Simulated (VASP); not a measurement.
Input of a VASP 6.6.1 run:

POSCAR

```
Mg
1.0
    0.0000000000      2.2494692217      2.2494692217
    2.2494692217      0.0000000000      2.2494692217
    2.2494692217      2.2494692217      0.0000000000
Mg
1
Direct
    0.0000000000      0.0000000000      0.0000000000
```

Contents of INCAR.step1:

```
ALGO = Normal
EDIFF = 1E-5
ENCUT = 660
GGA = PE
GGA_COMPAT = False
ISMEAR = -1
LASPH = True
LCHARG = False
LREAL = False
LWAVE = True
NBANDS = 7
NELM = 120
PREC = Accurate
SIGMA = 0.05
```

The input INCAR.step2:

```
ALGO = Normal
EDIFF = 1E-6
ENCUT = 660
GGA_COMPAT = False
ISIF = 2
ISMEAR = -1
ISTART = 1
LASPH = True
LCHARG = True
LELF = True
LMIXTAU = True
LREAL = False
LVHAR = True
LWAVE = False
METAGGA = R2SCAN
NBANDS = 7
NELM = 120
PREC = Accurate
SIGMA = 0.05
```

The input KPOINTS:

```
k-points
0
Gamma
  7 7 7
```

Potentials or basis: VASP PAW PBE potentials, release 64 (Mg).

Launch:

```console
$ cat potpaw_PBE.64/Mg/POTCAR > POTCAR
$ cp INCAR.step1 INCAR
$ mpirun -np 1 vasp_std > vasp.out
$ cp INCAR.step2 INCAR
$ mpirun -np 1 vasp_std > vasp.out
```

Estimate the band gap on the k mesh.

zero (bands 1 and 2 overlap by 1.08 eV).

Estimate the pressure.

-0.3 GPa.

Caveat: the PAW data sets were made with another functional, which shifts forces and pressure a little.
